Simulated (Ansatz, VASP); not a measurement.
## Ti in VASP and in Ansatz

Contents of INCAR:

```
SYSTEM = Ti
ALGO = Normal ; EDIFF = 1E-6
ENCUT = 500 ; GGA = PE
GGA_COMPAT = .False. ; ISIF = 2
ISMEAR = 0 ; LASPH = .True.
LCHARG = .False. ; LREAL = .False.
LWAVE = .False. ; NBANDS = 19
NELM = 120 ; PREC = Accurate
SIGMA = 0.014
```

KPOINTS

```
k-points
0
Gamma
  10 10 6
  0 0 0
```

POSCAR

```
Ti
1.0
    2.9500000000      0.0000000000      0.0000000000
   -1.4750000000      2.5547749412      0.0000000000
    0.0000000000      0.0000000000      4.6800000000
Ti
2
Direct
    0.6666666667      0.3333333333      0.7500000000
    0.3333333333      0.6666666667      0.2500000000
```

Contents of input.yaml:

```yaml
crystal:
  lattice:
    - [2.95, 0.0, 0.0]
    - [-1.475, 2.5547749412, 0.0]
    - [0.0, 0.0, 4.68]
  atoms:
    - { symbol: Ti, position: [0.6666666667, 0.3333333333, 0.75] }
    - { symbol: Ti, position: [0.3333333333, 0.6666666667, 0.25] }
kpoints:
  mp_grid: { grid: [10, 10, 6] }
scf:
  occupations: { method: gaussian, width: 0.014 }
hamiltonian:
  xc: pbe
  pseudopotentials: { kind: all_electron, lapw: { basis_error: 0.001 } }
output:
  forces: true
  stress: true
  eigenvalues: true
```

Alike in both runs: task single point; functional PBE; k mesh 10 × 10 × 6; occupations gaussian, width 0.014 eV; no spin polarisation.

|  | VASP | Ansatz |
| --- | --- | --- |
| version | VASP 6.6.1 | Ansatz 0.2.0 |
| potentials or method | VASP PAW PBE potentials, release 64 (Ti_sv), cutoff 500 eV | all-electron LAPW, scalar-relativistic |

|  | VASP | Ansatz | Ansatz less VASP |
| --- | --- | --- | --- |
| gap on the k mesh at the Fermi level (eV) | none | none | - |
| pressure (GPa) | -1.7 | -1.4 | +0.26 |
| traceless stress, the component that is largest in VASP (GPa) | -0.19 | -0.19 | +0.006 |

A gap of «none» marks a metal or a gap that the smearing closes. Ansatz ran all-electron here, and VASP with PAW potentials.
